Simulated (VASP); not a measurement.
# Zn (Pm-3m) in VASP: further runs, part 2 of 2

VASP 6.6.1.

### 4 Single point, PBE (17.44 Å³/atom)

This run uses another cell than the first one, of 17.44 Å³/atom.

INCAR reads:

```
SYSTEM = Zn
PREC     = Accurate       ! precision mode
ENCUT    = 520            ! plane-wave cutoff, eV
EDIFF    = 1E-6           ! SCF threshold, eV
ISMEAR   = -1             ! smearing method
SIGMA    = 0.1            ! smearing width, eV
LREAL    = .False.        ! projectors in reciprocal space
LASPH    = .True.         ! aspherical terms in the spheres
NELM     = 60             ! most SCF steps
ALGO     = Normal         ! electronic algorithm
ISIF     = 2              ! what is computed and relaxed
LWAVE    = .False.        ! write WAVECAR
LCHARG   = .False.        ! write CHGCAR
GGA      = PE             ! functional
NBANDS   = 12             ! bands
```

KPOINTS reads:

```
regular mesh
0
Gamma
  20 20 20
  0 0 0
```

POSCAR reads:

```
Zn
1.0
    2.5932200287      0.0000000000      0.0000000000
    0.0000000000      2.5932200287      0.0000000000
    0.0000000000      0.0000000000      2.5932200287
Zn
1
Direct
    0.0000000000      0.0000000000      0.0000000000
```

Potentials or basis: VASP PAW PBE potentials, release 64 (Zn).

Command:

```sh
$ cat potpaw_PBE.64/Zn/POTCAR > POTCAR
$ mpirun -np 1 vasp_std > vasp.out
```

OUTCAR:

```text
SYSTEM = Zn
   PREC = Accurate
   ENCUT = 520
   EDIFF = 1E-6
   ISMEAR = -1
   LREAL = .False.
   LASPH = .True.
   NELM = 60
   ISIF = 2
   GGA = PE

 ion  position               nearest neighbor table
   1  0.000  0.000  0.000-

  LATTYP: Found a simple cubic cell.
 ALAT       =     2.5932200287

  Lattice vectors:

 A1 = (   2.5932200287,   0.0000000000,   0.0000000000)
 A2 = (   0.0000000000,   2.5932200287,   0.0000000000)
 A3 = (   0.0000000000,   0.0000000000,   2.5932200287)

Analysis of symmetry for initial positions (statically):
=====================================================================
 Subroutine PRICEL returns:
 Original cell was already a primitive cell.

 Routine SETGRP: Setting up the symmetry group for a
 simple cubic supercell.

 Subroutine GETGRP returns: Found 48 space group operations
 (whereof 48 operations were pure point group operations)
 out of a pool of 48 trial point group operations.

The static configuration has the point symmetry O_h .

Analysis of symmetry for dynamics (positions and initial velocities):
=====================================================================
 Subroutine PRICEL returns:
 Original cell was already a primitive cell.

 Routine SETGRP: Setting up the symmetry group for a
 simple cubic supercell.

 Subroutine GETGRP returns: Found 48 space group operations
 (whereof 48 operations were pure point group operations)
 out of a pool of 48 trial point group operations.

The dynamic configuration has the point symmetry O_h .

 Subroutine INISYM returns: Found 48 space group operations
 (whereof 48 operations are pure point group operations),
 and found     1 'primitive' translations

----------------------------------------------------------------------------------------

                                     Primitive cell

  volume of cell :      17.4389

  direct lattice vectors                    reciprocal lattice vectors
     2.593220029  0.000000000  0.000000000     0.385620961  0.000000000  0.000000000
     0.000000000  2.593220029  0.000000000     0.000000000  0.385620961  0.000000000
     0.000000000  0.000000000  2.593220029     0.000000000  0.000000000  0.385620961

  length of vectors
     2.593220029  2.593220029  2.593220029     0.385620961  0.385620961  0.385620961

  position of ions in fractional coordinates (direct lattice)
     0.000000000  0.000000000  0.000000000

  ion indices of the primitive-cell ions
   primitive index   ion index
                 1           1

----------------------------------------------------------------------------------------

 KPOINTS: regular mesh

Automatic generation of k-mesh.
 Grid dimensions read from file:
 generate k-points for:   20   20   20

 Generating k-lattice:

  Cartesian coordinates                     Fractional coordinates (reciprocal lattice)
     0.019281048  0.000000000  0.000000000     0.050000000  0.000000000  0.000000000
     0.000000000  0.019281048  0.000000000     0.000000000  0.050000000  0.000000000
     0.000000000  0.000000000  0.019281048     0.000000000  0.000000000  0.050000000

  Length of vectors
     0.019281048  0.019281048  0.019281048

  Shift w.r.t. Gamma in fractional coordinates (k-lattice)
     0.000000000  0.000000000  0.000000000

 Subroutine IBZKPT returns following result:
 ===========================================

 Found    286 irreducible k-points:

 Following reciprocal coordinates:
            Coordinates               Weight
  0.000000  0.000000  0.000000      1.000000
  0.050000  0.000000  0.000000      6.000000
  0.100000  0.000000  0.000000      6.000000
  0.150000  0.000000  0.000000      6.000000
  0.200000  0.000000  0.000000      6.000000
  0.250000  0.000000  0.000000      6.000000
[... 16 lines left out ...]
  0.150000  0.100000  0.000000     24.000000
  0.200000  0.100000  0.000000     24.000000
 [... further k-points ...]
   k-points           NKPTS =    286   k-points in BZ     NKDIM =    286   number of bands    NBANDS=     12
   number of dos      NEDOS =    301   number of ions     NIONS =      1
   total plane-waves  NPLWV =   8000
   dimension x,y,z NGX =    20 NGY =   20 NGZ =   20
   dimension x,y,z NGXF=    40 NGYF=   40 NGZF=   40
   ions per type =               1
   NGX,Y,Z   is equivalent  to a cutoff of  12.82, 12.82, 12.82 a.u.
   NGXF,Y,Z  is equivalent  to a cutoff of  25.64, 25.64, 25.64 a.u.
 SYSTEM =  Zn
   PREC   = accura    normal or accurate (medium, high low for compatibility)
   ISTART =      0    job   : 0-new  1-cont  2-samecut
   ICHARG =      2    charge: 1-file 2-atom 10-const
   ISPIN  =      1    spin polarized calculation?
   LNONCOLLINEAR =      F non collinear calculations
   LSORBIT =      F    spin-orbit coupling
   LASPH  =      T    aspherical Exc in radial PAW
   ENCUT  =  520.0 eV  38.22 Ry    6.18 a.u.   4.82  4.82  4.82*2*pi/ulx,y,z
   NELM   =     60;   NELMIN=  2; NELMDL= -5     # of ELM steps
   EDIFF  = 0.1E-05   stopping-criterion for ELM
   LREAL  =      F    real-space projection
   EDIFFG = 0.1E-04   stopping-criterion for IOM
   NSW    =      0    number of steps for IOM
   IBRION =     -1    ionic relax: 0-MD 1-quasi-New 2-CG
   NFREE  =      0    steps in history (QN), initial steepest desc. (CG)
   ISIF   =      2    stress and relaxation
   ISYM   =      2    0-nonsym 1-usesym 2-fastsym
   POTIM  = 0.5000    time-step for ionic-motion
   TEBEG  =    0.0;   TEEND  =   0.0 temperature during run
   PSTRESS=    0.0 pullay stress
   NELECT =      12.0000    total number of electrons
   NUPDOWN=      -1.0000    fix difference up-down
   EMIN   =  10.00;   EMAX   =-10.00  energy-range for DOS
   EFERMI =   0.00;   METHOD = LEGACY
   ISMEAR =    -1;   SIGMA  =   0.10  broadening in eV -4-tet -1-fermi 0-gaus
   EFERMI_NEDOS =   21; number of points for ismear=-14 and -15
   IALGO  =     38    algorithm
   IMIX   =      4    mixing-type and parameters
     AMIX     =   0.40;   BMIX     =  1.00
     AMIX_MAG =   1.60;   BMIX_MAG =  1.00
  volume/ion in A,a.u.               =      17.44       117.68
  Fermi-wavevector in a.u.,A,eV,Ry     =   1.445315  2.731250 28.421697  2.088936
  Thomas-Fermi vector in A             =   2.563511
   LORBIT       =      0    0 simple, 1 ext, 2 COOP (PROOUT), +10 PAW based schemes
   GGA     = PE    functional components
   LHFCALC =     F    Hartree Fock is set to
   AEXX    =    0.0000 exact exchange contribution
   IVDW    =     0    specifies the selected vdW correction
   LEPSILON=     F    determine dielectric tensor
   LRPA    =     F    only Hartree local field effects (RPA)
 non-spin polarized calculation
  energy-cutoff  :      520.00
  volume of cell :       17.44
 maximum number of plane-waves:       482
 NGX is ok and might be reduce to    20
   NGX =  9   NGY =  9   NGZ =  9

 number of electron      11.9999965 magnetization

 Free energy of the ion-electron system (eV)
  ---------------------------------------------------
  ext. energy  EPLUGINS =         0.00000000
  ---------------------------------------------------
  free energy    TOTEN  =        -0.88056008 eV

  energy without entropy =       -0.86923545  energy(sigma->0) =       -0.87489777

 E-fermi :   2.0184     XC(G=0): -10.7796

 val. band max:        1.9985509764   @ k =   0.4000   0.1000   0.0500
 cond. band min:       2.0391137899   @ k =   0.5000   0.3500   0.0000
 fundamental gap:      0.0405628134
 Fermi energy:         2.0183635684

 k-point     1 :       0.0000    0.0000    0.0000
  band No.  band energies     occupation
      1      -7.2184      2.00000
      2      -5.9921      2.00000
      3      -5.9921      2.00000
      4      -4.7538      2.00000
      5      -4.7538      2.00000
      6      -4.7538      2.00000
      7      14.5868      0.00000
      8      14.5868      0.00000
      9      14.5868      0.00000
     10      17.5236      0.00000
     11      17.5236      0.00000
     12      20.3971      0.00000

 k-point     2 :       0.0500    0.0000    0.0000
  band No.  band energies     occupation
      1      -7.1613      2.00000
      2      -5.9888      2.00000
      3      -5.9759      2.00000
      4      -4.7630      2.00000
      5      -4.7630      2.00000
      6      -4.7531      2.00000
      7      13.5650      0.00000
      8      14.6536      0.00000
      9      14.6536      0.00000
     10      17.5654      0.00000
     11      18.3145      0.00000
     12      20.7550      0.00000
[... 316 lines left out ...]
 k-point    24 :       0.2000    0.1000    0.0000
  band No.  band energies     occupation
      1      -6.2340      2.00000
      2      -5.8848      2.00000
      3      -5.6124      2.00000
      4      -4.8918      2.00000
      5      -4.8781      2.00000
      6      -4.7772      2.00000
      7       8.3284      0.00000
      8      12.7997      0.00000
      9      15.8929      0.00000
     10      19.1074      0.00000
     11      22.2332      0.00000
     12      25.9080      0.00000

 [... further k-points ...]
[... 5 lines left out ...]
  --------------------------------------------------------------------------------------
  -------------------------------------------------------------------------------------
  Total        0.2691759      0.2691759      0.2691759     -0.0000000     -0.0000000      0.0000000
  in kB       24.7302557     24.7302557     24.7302557     -0.0000000     -0.0000000      0.0000000
  external PRESSURE =      24.7302557 kB  Pullay stress =       0.0000000 kB

 VOLUME and BASIS-vectors are now :
 -----------------------------------------------------------------------------
  energy-cutoff  :      520.00
  volume of cell :       17.44
      direct lattice vectors                 reciprocal lattice vectors
     2.593220029  0.000000000  0.000000000     0.385620961  0.000000000  0.000000000
     0.000000000  2.593220029  0.000000000     0.000000000  0.385620961  0.000000000
     0.000000000  0.000000000  2.593220029     0.000000000  0.000000000  0.385620961

 POSITION                                       TOTAL-FORCE (eV/Angst)
 -----------------------------------------------------------------------------------
      0.00000      0.00000      0.00000         0.000000      0.000000      0.000000
 -----------------------------------------------------------------------------------
    total drift:                                0.000000      0.000000      0.000000

  FREE ENERGIE OF THE ION-ELECTRON SYSTEM (eV)
  ---------------------------------------------------
  free  energy   TOTEN  =        -0.8805600849 eV

  energy  without entropy=       -0.8692354468  energy(sigma->0) =       -0.87489777
```

Wall time 41 s (1 thread of Intel Xeon 8259CL, shared host); peak memory 0.17 GiB.

Results:

```yaml
Free_energy: -0.8806 eV
Pressure: 2.5 GPa
Band_gap_on_the_k_mesh: zero (bands 6 and 7 overlap by 8.54 eV)
```

### 5 Single point, PBE

This run uses another cell than the first one, of 18.17 Å³/atom.

INCAR reads:

```
SYSTEM = Zn
  PREC = Accurate
  ENCUT = 520
  EDIFF = 1E-6
  ISMEAR = -1
  SIGMA = 0.1
  LREAL = .False.
  LASPH = .True.
  NELM = 60
  ALGO = Normal
  ISIF = 2
  LWAVE = .False.
  LCHARG = .True.
  GGA = PE
  LELF = .True.
  LVHAR = .True.
  NBANDS = 12
```

KPOINTS reads:

```
Automatic mesh
0
Gamma
  20 20 20
  0 0 0
```

POSCAR reads:

```
Zn
1.0
    2.6287480056      0.0000000000      0.0000000000
    0.0000000000      2.6287480056      0.0000000000
    0.0000000000      0.0000000000      2.6287480056
Zn
1
Direct
    0.0000000000      0.0000000000      0.0000000000
```

Command:

```sh
$ cat potpaw_PBE.64/Zn/POTCAR > POTCAR
$ mpirun -np 1 vasp_std > vasp.out
```

It took 47 s on 1 thread of Intel Xeon 8259CL, shared host; peak memory 0.17 GiB.

Results (log left out):

```
Free energy            : -0.8867 eV
Pressure               : 0.3 GPa
Band gap on the k mesh : zero (bands 6 and 7 overlap by 8.27 eV)
```

Levels at points of the mesh, in eV from the Fermi level:
| k point | band 4 | band 5 | band 6 | band 7 | band 8 | band 9 |
| --- | --- | --- | --- | --- | --- | --- |
| (0.00, 0.00, 0.00) | -6.73 | -6.73 | -6.73 | 12.23 | 12.23 | 12.23 |
| (0.50, 0.00, 0.00) | -7.07 | -6.70 | -2.89 | -2.75 | 16.69 | 16.69 |
| (0.50, 0.50, 0.00) | -7.01 | -6.46 | 1.41 | 1.41 | 2.50 | 6.16 |
| (0.50, 0.50, 0.50) | -6.44 | -6.44 | 5.52 | 5.52 | 5.52 | 9.48 |

### 6 Single point, PBE (18.89 Å³/atom)

This run uses another cell than the first one, of 18.89 Å³/atom.

INCAR reads:

```
SYSTEM = Zn
  ALGO = Normal
  EDIFF = 1E-7
  ENCUT = 520
  GGA = PE
  ISIF = 2
  ISMEAR = -1
  LASPH = .True.
  LCHARG = .False.
  LREAL = .False.
  LWAVE = .False.
  NBANDS = 12
  NELM = 60
  PREC = Accurate
  SIGMA = 0.1
```

KPOINTS reads:

```
k-points
0
Gamma
  20 20 20
  0 0 0
```

POSCAR reads:

```
Zn
1.0
    2.6633407622      0.0000000000      0.0000000000
    0.0000000000      2.6633407622      0.0000000000
    0.0000000000      0.0000000000      2.6633407622
Zn
1
Direct
    0.0000000000      0.0000000000      0.0000000000
```

Potentials or basis: VASP PAW PBE potentials, release 64 (Zn).

Command:

```sh
$ cat potpaw_PBE.64/Zn/POTCAR > POTCAR
$ mpirun -np 1 vasp_std > vasp.out
```

It took 41 s on 1 thread of Intel Xeon 8259CL, shared host; peak memory 0.17 GiB.

Results (log left out):

```
Free energy            : -0.8839 eV
Pressure               : -1.5 GPa
Band gap on the k mesh : zero (bands 6 and 7 overlap by 7.97 eV)
```

Levels at points of the mesh, in eV from the Fermi level:
| k point | band 4 | band 5 | band 6 | band 7 | band 8 | band 9 |
| --- | --- | --- | --- | --- | --- | --- |
| (0.00, 0.00, 0.00) | -6.70 | -6.70 | -6.70 | 11.92 | 11.92 | 11.92 |
| (0.50, 0.00, 0.00) | -7.01 | -6.67 | -2.91 | -2.59 | 16.18 | 16.18 |
| (0.50, 0.50, 0.00) | -6.96 | -6.45 | 1.43 | 1.43 | 2.27 | 6.09 |
| (0.50, 0.50, 0.50) | -6.43 | -6.43 | 5.38 | 5.38 | 5.38 | 8.90 |

### 7 The runs side by side

| cell | gap on the mesh (eV) | pressure (GPa) |
| --- | --- | --- |
| a = 2.519 Å, 1 atom | none | 9.0 |
| a = 2.557 Å, 1 atom | none | 5.3 |
| a = 2.593 Å, 1 atom | none | 2.5 |
| a = 2.629 Å, 1 atom | none | 0.3 |
| a = 2.663 Å, 1 atom | none | -1.5 |

Alike in all rows: task single point; level PBE; potentials or basis VASP PAW PBE potentials, release 64 (Zn); no spin polarisation; k mesh 20 × 20 × 20; cutoff (eV) 520; smearing fermi-dirac 0.1 eV.

Caveats: the cell stands under pressure (at least some runs).

Total energies depend on the potentials used, so only differences within one code and one set of settings carry meaning.
